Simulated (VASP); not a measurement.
## Ba: single point with LDA

Crystal: Ba.

```
Ba
1.0
     4.14880    0.00000    0.00000
    -1.38293    3.91152    0.00000
    -1.38293   -1.95576    3.38748
Ba
1
Direct
  0.00000 0.00000 0.00000
```

```
Program             : VASP 6.6.1
Task                : single point
Functional          : LDA
Potentials or basis : VASP PAW LDA potentials, release 64 (Ba_sv)
Cutoff              : 520 eV
k mesh              : 6 × 6 × 6
Occupations         : fermi-dirac, width 0.02 eV
Spin                : no spin polarisation
```

| Property | Result |
| --- | --- |
| Pressure | 0.0 GPa |
| Band gap on the k mesh | zero (band 5 reaches 2.02 eV, above the bottom of band 6 at 1.16 eV) |

Levels at points of the mesh, in eV from the Fermi level:
| k point | band 1 | band 2 | band 3 | band 4 | band 5 | band 6 | band 7 | band 8 | band 9 | band 10 |
| --- | --- | --- | --- | --- | --- | --- | --- | --- | --- | --- |
| (0.00, 0.00, 0.00) | -28.66 | -13.52 | -13.52 | -13.52 | -2.85 | 1.86 | 1.86 | 1.86 | 3.51 | 3.51 |
| (0.50, 0.00, 0.00) | -28.58 | -14.23 | -13.74 | -13.52 | -1.05 | 0.56 | 1.74 | 3.51 | 4.17 | 5.91 |
| (0.50, 0.50, 0.50) | -28.52 | -14.01 | -14.01 | -14.01 | -0.79 | -0.79 | 5.03 | 5.03 | 5.03 | 5.30 |

It took 3.2 s on 1 thread of Intel(R) Xeon(R) 6975P-C (Granite Rapids) (shared host), peak memory 0.15 GiB.

Caveat: spin-orbit coupling is left out, which moves the levels of the heavy elements.
